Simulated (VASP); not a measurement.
## Os: single point with PBEsol

Os:

```xyz
1
Lattice="0.0000 1.9845 1.9845 1.9845 0.0000 1.9845 1.9845 1.9845 0.0000" Properties=species:S:1:pos:R:3 pbc="T T T"
Os    0.0000    0.0000    0.0000
```

This cell differs from its parent crystal: volume scaled by 1.12.

* Program: VASP 6.6.1
* Task: single point
* Functional: PBEsol
* Potentials or basis: VASP PAW PBE potentials, release 64 (Os)
* Cutoff: 520 eV
* k mesh: 16 × 16 × 16
* Occupations: fermi-dirac, width 0.1 eV
* Spin: no spin polarisation
* Dipole correction: no
* Further INCAR settings: ALGO = Normal; EDIFF = 1e-07; NBANDS = 10

| Quantity | Value |
| --- | --- |
| Pressure | -37.0 GPa |
| Band gap on the k mesh | zero (band 4 reaches 9.72 eV, above the bottom of band 5 at 6.19 eV) |

Levels at points of the mesh, in eV from the Fermi level:
| k point | band 2 | band 3 | band 4 | band 5 | band 6 | band 7 |
| --- | --- | --- | --- | --- | --- | --- |
| (0.00, 0.00, 0.00) | -2.59 | -2.59 | -2.59 | -0.01 | -0.01 | 14.27 |
| (0.50, 0.00, 0.00) | -2.71 | -2.71 | -0.21 | 2.01 | 2.01 | 7.60 |
| (0.50, 0.50, 0.00) | -5.92 | 1.97 | 2.09 | 2.58 | 2.58 | 10.48 |

It took 8.6 s on 1 thread of Intel(R) Xeon(R) 6975P-C (Granite Rapids) (shared host), peak memory 0.15 GiB.

Caveat: the PAW data sets were made with another functional, which shifts forces and pressure a little; spin-orbit coupling is left out, which moves the levels of the heavy elements.
